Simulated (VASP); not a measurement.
Write the native input for VASP 6.6.1 that does the following.

| Item | Value |
| --- | --- |
| Task | relaxation of cell and atoms |
| Functional | r2SCAN |
| Potentials or basis | VASP PAW PBE potentials, release 64 (Br) |
| Cutoff | 600 eV |
| k mesh | 8 × 8 × 8 |
| Occupations | fermi-dirac, width 0.02 eV |
| Spin | no spin polarisation |
| Target pressure | 10 GPa |
| Dipole correction | no |
| Further INCAR settings | ALGO = Normal; EDIFF = 1e-07; IBRION = 2; EDIFFG = -0.01; NSW = 80; ISIF = 3 |

The system is Br.

```
CELL_PARAMETERS angstrom
1.87000 1.87000 1.87000
-1.87000 1.87000 1.87000
-1.87000 -1.87000 1.87000
ATOMIC_POSITIONS crystal
Br 0.00000 0.00000 0.00000
```

One way to write it, as run:

POSCAR

```
Br
1.0
    1.8700000000      1.8700000000      1.8700000000
   -1.8700000000      1.8700000000      1.8700000000
   -1.8700000000     -1.8700000000      1.8700000000
Br
1
Direct
    0.0000000000      0.0000000000      0.0000000000
```

INCAR.step1

```
SYSTEM = Br
  PREC = Accurate
  ENCUT = 600
  ISMEAR = -1
  SIGMA = 0.02
  LREAL = .FALSE.
  LASPH = .TRUE.
  NELM = 60
  GGA = PE
  ALGO = Normal
  EDIFF = 1E-4
  LWAVE = .TRUE.
  LCHARG = .FALSE.
```

INCAR.step2

```
SYSTEM = Br
  PREC = Accurate
  ENCUT = 600
  EDIFF = 1E-7
  ISMEAR = -1
  SIGMA = 0.02
  LREAL = .FALSE.
  LASPH = .TRUE.
  NELM = 60
  ALGO = Normal
  ISIF = 3
  LWAVE = .FALSE.
  LCHARG = .FALSE.
  METAGGA = R2SCAN
  LMIXTAU = .TRUE.
  IBRION = 2
  NSW = 80
  EDIFFG = -0.01
  PSTRESS = 100.0
  ISTART = 1
```

KPOINTS

```
Automatic mesh
0
G
  8 8 8
  0 0 0
```

Potentials or basis: VASP PAW PBE potentials, release 64 (Br).

The run is started by

```bash
$ cat potpaw_PBE.64/Br/POTCAR > POTCAR
$ cp INCAR.step1 INCAR
$ mpirun -np 1 vasp_std > vasp.out
$ cp INCAR.step2 INCAR
$ mpirun -np 1 vasp_std > vasp.out
```

Results of the run:

* Relaxed volume: 21.92 Å³/atom
* Relaxed cell: a = 3.054 Å, b = 3.054 Å, c = 3.054 Å, α = 70.53°, β = 109.47°, γ = 70.53°
* Space group after relaxing (to 0.05 Å): Im-3m (No. 229)
* Energy change on relaxing (the enthalpy is what falls): +114.1 meV/atom
* Ionic steps: 3
* Pressure after relaxing: 10.0 GPa

Caveat: the cell is relaxed towards a set pressure, so the enthalpy falls and the energy may rise; the volume moved by over 15 % at a fixed basis, so the end points are rough; the PAW data sets were made with another functional, which shifts forces and pressure a little; an odd number of electrons without spin polarisation forces a metal; a magnetic or distorted state may lie lower.

It took 80 s on 1 thread of Intel(R) Xeon(R) Platinum 8488C (Sapphire Rapids), with other jobs on the host, peak memory 0.17 GiB.
